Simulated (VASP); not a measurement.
# CuB5 (P6/mmm) in VASP: a series of runs, part 2 of 3

VASP 6.6.1.

## 4. Relaxation of cell and atoms, PBE

The input, INCAR:

```
  PREC = Accurate
  ENCUT = 600
  EDIFF = 1E-7
  ISMEAR = 0
  SIGMA = 0.1
  LREAL = F
  LASPH = T
  NELM = 100
  ALGO = Normal
  ISIF = 3
  LWAVE = F
  LCHARG = F
  GGA = PE
  IBRION = 2
  NSW = 90
  EDIFFG = -0.04
```

The input, KPOINTS:

```
regular mesh
0
Gamma
  6 6 4
```

The input, POSCAR:

```
CuB5
1.0
    3.0268512000      0.0000000000      0.0000000000
   -1.5134256000      2.6213300300      0.0000000000
    0.0000000000      0.0000000000      5.2742247200
Cu B
1 5
Direct
    0.0000000000      0.0000000000      0.5000000000
    0.5000000000      0.0000000000      0.0000000000
    0.0000000000      0.5000000000      0.0000000000
    0.5000000000      0.5000000000      0.0000000000
    0.0000000000      0.0000000000      0.8467173100
    0.0000000000      0.0000000000      0.1532826900
```

Potentials or basis: VASP PAW PBE potentials, release 64 (Cu, B).

Launch:

```bash
$ cat potpaw_PBE.64/Cu/POTCAR potpaw_PBE.64/B/POTCAR > POTCAR
$ mpirun -np 1 vasp_std > vasp.out
```

OUTCAR:

```text
PREC = Accurate
   ENCUT = 600
   EDIFF = 1E-7
   ISMEAR = 0
   LREAL = F
   LASPH = T
   NELM = 100
   ISIF = 3
   GGA = PE
   IBRION = 2
   NSW = 90
   EDIFFG = -0.04

 ion  position               nearest neighbor table
   1  0.000  0.000  0.500-   5 1.83   6 1.83
   2  0.500  0.000  0.000-   3 1.51   4 1.51   4 1.51   3 1.51   5 1.72   5 1.72   6 1.72   6 1.72

   3  0.000  0.500  0.000-   2 1.51   2 1.51   4 1.51   4 1.51   5 1.72   6 1.72   5 1.72   6 1.72

   4  0.500  0.500  0.000-   2 1.51   2 1.51   3 1.51   3 1.51   5 1.72   6 1.72   5 1.72   6 1.72

   5  0.000  0.000  0.847-   6 1.62   4 1.72   3 1.72   3 1.72   4 1.72   2 1.72   2 1.72   1 1.83

   6  0.000  0.000  0.153-   5 1.62   4 1.72   3 1.72   3 1.72   4 1.72   2 1.72   2 1.72   1 1.83

  LATTYP: Found a hexagonal cell.
 ALAT       =     3.0268512000
 C/A-ratio  =     1.7424790224

  Lattice vectors:

 A1 = (   3.0268512000,   0.0000000000,   0.0000000000)
 A2 = (  -1.5134256000,   2.6213300300,   0.0000000000)
 A3 = (   0.0000000000,   0.0000000000,   5.2742247200)

Analysis of symmetry for initial positions (statically):
=====================================================================
 Subroutine PRICEL returns:
 Original cell was already a primitive cell.

 Routine SETGRP: Setting up the symmetry group for a
 hexagonal supercell.

 Subroutine GETGRP returns: Found 24 space group operations
 (whereof 24 operations were pure point group operations)
 out of a pool of 24 trial point group operations.

The static configuration has the point symmetry D_6h.

Analysis of symmetry for dynamics (positions and initial velocities):
=====================================================================
 Subroutine PRICEL returns:
 Original cell was already a primitive cell.

 Routine SETGRP: Setting up the symmetry group for a
 hexagonal supercell.

 Subroutine GETGRP returns: Found 24 space group operations
 (whereof 24 operations were pure point group operations)
 out of a pool of 24 trial point group operations.

The dynamic configuration has the point symmetry D_6h.

 Subroutine INISYM returns: Found 24 space group operations
 (whereof 24 operations are pure point group operations),
[... 140 lines left out ...]

 number of electron      26.0000008 magnetization

 Free energy of the ion-electron system (eV)
  ---------------------------------------------------
  ext. energy  EPLUGINS =         0.00000000
  ---------------------------------------------------
  free energy    TOTEN  =       -26.72674156 eV

  energy without entropy =      -26.71318271  energy(sigma->0) =      -26.71996213

------------------------ aborting loop because EDIFF is reached ----------------------------------------

  FORCE on cell =-STRESS in cart. coord.  units (eV):
  Direction    XX          YY          ZZ          XY          YZ          ZX
  --------------------------------------------------------------------------------------
  -------------------------------------------------------------------------------------
  Total       27.2679542     27.2679541     22.8598404     -0.0000000     -0.0000000      0.0000000
  in kB     1043.9789308   1043.9789287    875.2102026     -0.0000000     -0.0000000      0.0000000
  external PRESSURE =     987.7226874 kB  Pullay stress =       0.0000000 kB
[... 27 lines left out ...]
--------------------------------------- Ionic step        2  -------------------------------------------

 number of electron      26.0000016 magnetization

 E-fermi :   3.4607     XC(G=0):  -9.7858

 val. band max:        3.4423226757   @ k =   0.5000  -0.0000   0.2500
 cond. band min:       3.4801337290   @ k =   0.3333   0.0000   0.2500
 fundamental gap:      0.0378110533
 Fermi energy:         3.4606633519

 k-point     1 :       0.0000    0.0000    0.0000
  band No.  band energies     occupation
      1     -11.5120      2.00000
      2      -4.8336      2.00000
      3      -3.7946      2.00000
      4      -2.6122      2.00000
      5      -1.8158      2.00000
      6      -1.8158      2.00000
[... 482 lines left out ...]
  FREE ENERGIE OF THE ION-ELECTRON SYSTEM (eV)
  ---------------------------------------------------
  free  energy   TOTEN  =       -31.1344840074 eV

  energy  without entropy=      -31.1169104825  energy(sigma->0) =      -31.12569724

[... ionic steps 4 to 9 ...]

--------------------------------------- Ionic step       10  -------------------------------------------

 number of electron      26.0000010 magnetization

------------------------ aborting loop because EDIFF is reached ----------------------------------------
[... 75 lines left out ...]
--------------------------------------- Ionic step       12  -------------------------------------------

 number of electron      26.0000006 magnetization

 Free energy of the ion-electron system (eV)
  ---------------------------------------------------
  ext. energy  EPLUGINS =         0.00000000
  ---------------------------------------------------
  free energy    TOTEN  =       -31.58626546 eV

  energy without entropy =      -31.58063338  energy(sigma->0) =      -31.58344942

 E-fermi :   4.7783     XC(G=0): -10.6270

 val. band max:        4.7684581999   @ k =   0.5000  -0.0000   0.2500
 cond. band min:       4.9055367119   @ k =   0.5000  -0.0000   0.5000
 fundamental gap:      0.1370785120
 Fermi energy:         4.7783289175

 k-point     1 :       0.0000    0.0000    0.0000
  band No.  band energies     occupation
      1     -12.4719      2.00000
      2      -5.3586      2.00000
      3      -4.0891      2.00000
      4      -1.4507      2.00000
      5      -1.1713      2.00000
      6      -1.1713      2.00000
[... 442 lines left out ...]
  FREE ENERGIE OF THE ION-ELECTRON SYSTEM (eV)
  ---------------------------------------------------
  free  energy   TOTEN  =       -31.5862654631 eV

  energy  without entropy=      -31.5806333811  energy(sigma->0) =      -31.58344942

 reached required accuracy - stopping structural energy minimisation
```

CONTCAR:

```text
CuB5
   1.00000000000000
     3.2985467814919760   -0.0000000000000000    0.0000000000000000
    -1.6492733907459880    2.8566253050253989   -0.0000000000000000
    -0.0000000000000000   -0.0000000000000000    6.4103334384839874
  Cu              B
     1     5
Direct
     1.0000000000000000    0.0000000000000000    0.5000000000000000
     0.5000000000000000    0.0000000000000000    0.0000000000000000
     1.0000000000000000    0.5000000000000000    0.0000000000000000
     0.5000000000000000    0.5000000000000000    0.0000000000000000
     0.0000000000000000    0.0000000000000000    0.8105704781375476
     0.0000000000000000    0.0000000000000000    0.1894295218624522

  0.00000000E+00  0.00000000E+00  0.00000000E+00
  0.00000000E+00  0.00000000E+00  0.00000000E+00
  0.00000000E+00  0.00000000E+00  0.00000000E+00
  0.00000000E+00  0.00000000E+00  0.00000000E+00
  0.00000000E+00  0.00000000E+00  0.00000000E+00
  0.00000000E+00  0.00000000E+00  0.00000000E+00
```

Wall time 97 s (1 thread of Intel Xeon 6975P-C (Granite Rapids), shared host); peak memory 0.16 GiB.

Results:

- Free energy: -31.5863 eV
- Relaxed volume: 10.07 Å³/atom
- Relaxed cell: a = 3.299 Å, b = 3.299 Å, c = 6.410 Å, α = 90.00°, β = 90.00°, γ = 120.00°
- Space group after relaxing (to 0.1 Å): P6/mmm (No. 191)
- Energy gained by relaxing: 809.9 meV/atom
- Ionic steps: 12
- Pressure after relaxing: -0.2 GPa
- Largest force after relaxing: 0.016 eV/Å
- Band gap on the k mesh: zero (bands 13 and 14 overlap by 2.28 eV)

Forces in eV/Å, atoms in the order of the input:
```
Cu   0.000  0.000  0.000
B    0.000  0.000  0.000
B    0.000  0.000  0.000
B    0.000  0.000  0.000
B    0.000  0.000 -0.016
B    0.000  0.000  0.016
```

The path:
```tsv
step	energy change (eV)	largest force (eV/Å)	pressure (GPa)	volume (Å³)
1	0.0000	4.8313	98.77	41.85
2	-3.0299	1.9783	-18.68	73.64
3	-4.4077	0.9519	2.81	58.40
4	-4.7093	0.8811	-2.97	61.02
5	-4.7109	1.0171	-3.35	61.32
6	-4.8125	0.7059	0.26	60.20
7	-4.8221	0.7584	1.06	59.89
8	-4.8186	0.4605	3.22	59.25
9	-4.8273	0.7027	1.76	59.66
10	-4.8579	0.1376	0.03	60.39
11	-4.8586	0.0244	0.24	60.29
12	-4.8595	0.0159	-0.16	60.40
```

Final structure:
```xyz
6
Lattice="3.2985 0.0000 0.0000 -1.6493 2.8566 0.0000 0.0000 0.0000 6.4103" Properties=species:S:1:pos:R:3 pbc="T T T"
Cu    3.2985    0.0000    3.2052
B     1.6493    0.0000    0.0000
B     2.4739    1.4283    0.0000
B     0.8246    1.4283    0.0000
B     0.0000    0.0000    5.1960
B     0.0000    0.0000    1.2143
```

Caveat: the k points lie up to 0.37 Å⁻¹ apart in the final cell, too coarse for converged energies and pressures of a metal; the volume moved by over 15 % at a fixed basis, so the end points are rough.

## 5. Single point, PBE

This run uses another cell than the first one, of 10.03 Å³/atom.

The input, INCAR:

```
SYSTEM = CuB5
PREC = Accurate
ENCUT = 520
EDIFF = 1E-7
ISMEAR = 0
SIGMA = 0.1
LREAL = .FALSE.
LASPH = .TRUE.
NELM = 60
ALGO = Normal
ISIF = 2
LWAVE = .FALSE.
LCHARG = .TRUE.
GGA = PE
LELF = .TRUE.
LVHAR = .TRUE.
NBANDS = 22
```

The input, KPOINTS:

```
Automatic mesh
0
G
  12 12 6
  0 0 0
```

The input, POSCAR:

```
CuB5
1.0
    3.3095542544      0.0000000000      0.0000000000
   -1.6547771272      2.8661580595      0.0000000000
    0.0000000000      0.0000000000      6.3433224779
Cu B
1 5
Direct
    0.0000000000      0.0000000000      0.5000000000
    0.5000000000      0.0000000000      0.0000000000
    0.0000000000      0.5000000000      0.0000000000
    0.5000000000      0.5000000000      0.0000000000
    0.0000000000      0.0000000000      0.8136557300
    0.0000000000      0.0000000000      0.1863442700
```

Potentials or basis: VASP PAW PBE potentials, release 64 (Cu, B).

Launch:

```bash
$ cat potpaw_PBE.64/Cu/POTCAR potpaw_PBE.64/B/POTCAR > POTCAR
$ mpirun -np 1 vasp_std > vasp.out
```

OUTCAR:

```text
SYSTEM = CuB5
   PREC = Accurate
   ENCUT = 520
   EDIFF = 1E-7
   ISMEAR = 0
   LREAL = .FALSE.
   LASPH = .TRUE.
   NELM = 60
   ISIF = 2
   GGA = PE

 ion  position               nearest neighbor table
   1  0.000  0.000  0.500-   5 1.99   6 1.99
   2  0.500  0.000  0.000-   3 1.65   4 1.65   4 1.65   3 1.65   5 2.03   5 2.03   6 2.03   6 2.03

   3  0.000  0.500  0.000-   2 1.65   2 1.65   4 1.65   4 1.65   5 2.03   6 2.03   5 2.03   6 2.03

   4  0.500  0.500  0.000-   2 1.65   2 1.65   3 1.65   3 1.65   5 2.03   6 2.03   5 2.03   6 2.03

   5  0.000  0.000  0.814-   1 1.99   3 2.03   4 2.03   3 2.03   4 2.03   2 2.03   2 2.03
   6  0.000  0.000  0.186-   1 1.99   3 2.03   4 2.03   3 2.03   4 2.03   2 2.03   2 2.03

  LATTYP: Found a hexagonal cell.
 ALAT       =     3.3095542544
 C/A-ratio  =     1.9166697356

  Lattice vectors:

 A1 = (   3.3095542544,   0.0000000000,   0.0000000000)
 A2 = (  -1.6547771272,   2.8661580595,   0.0000000000)
 A3 = (   0.0000000000,   0.0000000000,   6.3433224779)

Analysis of symmetry for initial positions (statically):
=====================================================================
 Subroutine PRICEL returns:
 Original cell was already a primitive cell.

 Routine SETGRP: Setting up the symmetry group for a
 hexagonal supercell.

 Subroutine GETGRP returns: Found 24 space group operations
 (whereof 24 operations were pure point group operations)
 out of a pool of 24 trial point group operations.

The static configuration has the point symmetry D_6h.

Analysis of symmetry for dynamics (positions and initial velocities):
=====================================================================
 Subroutine PRICEL returns:
 Original cell was already a primitive cell.

 Routine SETGRP: Setting up the symmetry group for a
 hexagonal supercell.

 Subroutine GETGRP returns: Found 24 space group operations
 (whereof 24 operations were pure point group operations)
 out of a pool of 24 trial point group operations.

[... 125 lines left out ...]
   IALGO  =     38    algorithm
   IMIX   =      4    mixing-type and parameters
     AMIX     =   0.40;   BMIX     =  1.00
     AMIX_MAG =   1.60;   BMIX_MAG =  1.00
  volume/ion in A,a.u.               =      10.03        67.68
  Fermi-wavevector in a.u.,A,eV,Ry     =   1.237667  2.338851 20.841670  1.531820
  Thomas-Fermi vector in A             =   2.372225
   LORBIT       =      0    0 simple, 1 ext, 2 COOP (PROOUT), +10 PAW based schemes
   GGA     = PE    functional components
   LHFCALC =     F    Hartree Fock is set to
   AEXX    =    0.0000 exact exchange contribution
   IVDW    =     0    specifies the selected vdW correction
   LEPSILON=     F    determine dielectric tensor
   LRPA    =     F    only Hartree local field effects (RPA)
 non-spin polarized calculation
 Gauss-broadening in eV      SIGMA  =   0.10
  energy-cutoff  :      520.00
  volume of cell :       60.17
 maximum number of plane-waves:      1644
 NGX is ok and might be reduce to    28
   NGX = 13   NGY = 13   NGZ = 23

 number of electron      26.0000015 magnetization

 Free energy of the ion-electron system (eV)
  ---------------------------------------------------
  ext. energy  EPLUGINS =         0.00000000
  ---------------------------------------------------
  free energy    TOTEN  =       -31.57607662 eV

  energy without entropy =      -31.56999201  energy(sigma->0) =      -31.57303432

 E-fermi :   4.7679     XC(G=0): -10.6267

 val. band max:        4.7269845197   @ k =   0.5000   0.0000   0.0000
 cond. band min:       4.7702841743   @ k =   0.4167   0.0000   0.3333
 fundamental gap:      0.0432996546
 Fermi energy:         4.7678759311

 k-point     1 :       0.0000    0.0000    0.0000
  band No.  band energies     occupation
      1     -12.4656      2.00000
      2      -5.2282      2.00000
      3      -3.9799      2.00000
      4      -1.3598      2.00000
      5      -1.2956      2.00000
      6      -1.2956      2.00000
[... 589 lines left out ...]
     21      12.6015      0.00000
     22      13.2129      0.00000

 [... further k-points ...]
[... 5 lines left out ...]
  --------------------------------------------------------------------------------------
  -------------------------------------------------------------------------------------
  Total        0.0289052      0.0289052      0.0616678      0.0000000     -0.0000000      0.0000000
  in kB        0.7696610      0.7696610      1.6420361      0.0000000     -0.0000000      0.0000000
  external PRESSURE =       1.0604527 kB  Pullay stress =       0.0000000 kB

 VOLUME and BASIS-vectors are now :
 -----------------------------------------------------------------------------
  energy-cutoff  :      520.00
  volume of cell :       60.17
      direct lattice vectors                 reciprocal lattice vectors
     3.309554254  0.000000000  0.000000000     0.302155494  0.174449556  0.000000000
    -1.654777127  2.866158060  0.000000000     0.000000000  0.348899111  0.000000000
     0.000000000  0.000000000  6.343322478     0.000000000  0.000000000  0.157646092

 POSITION                                       TOTAL-FORCE (eV/Angst)
 -----------------------------------------------------------------------------------
      0.00000      0.00000      3.17166         0.000000     -0.000000      0.000000
      1.65478      0.00000      0.00000         0.000000     -0.000000      0.000000
     -0.82739      1.43308      0.00000         0.000000     -0.000000      0.000000
      0.82739      1.43308      0.00000         0.000000     -0.000000      0.000000
      0.00000      0.00000      5.16128        -0.000000      0.000000      0.040759
      0.00000      0.00000      1.18204         0.000000     -0.000000     -0.040759
 -----------------------------------------------------------------------------------
    total drift:                               -0.000000     -0.000000      0.000000

  FREE ENERGIE OF THE ION-ELECTRON SYSTEM (eV)
  ---------------------------------------------------
  free  energy   TOTEN  =       -31.5760766203 eV

  energy  without entropy=      -31.5699920115  energy(sigma->0) =      -31.57303432
```

Wall time 75 s (1 thread of Intel Xeon 6975P-C (Granite Rapids), shared host); peak memory 0.23 GiB.

What came out:

- Free energy: -31.5761 eV
- Pressure: 0.1 GPa
- Largest force: 0.041 eV/Å
- Band gap on the k mesh: zero (bands 13 and 14 overlap by 2.56 eV)

Forces on the atoms (eV/Å):
```
Cu   0.000  0.000  0.000
B    0.000  0.000  0.000
B    0.000  0.000  0.000
B    0.000  0.000  0.000
B    0.000  0.000  0.041
B    0.000  0.000 -0.041
```

(Part 2 of 3 ends here.)

The gap in the log of VASP goes by the Fermi energy; the results here count the filled bands.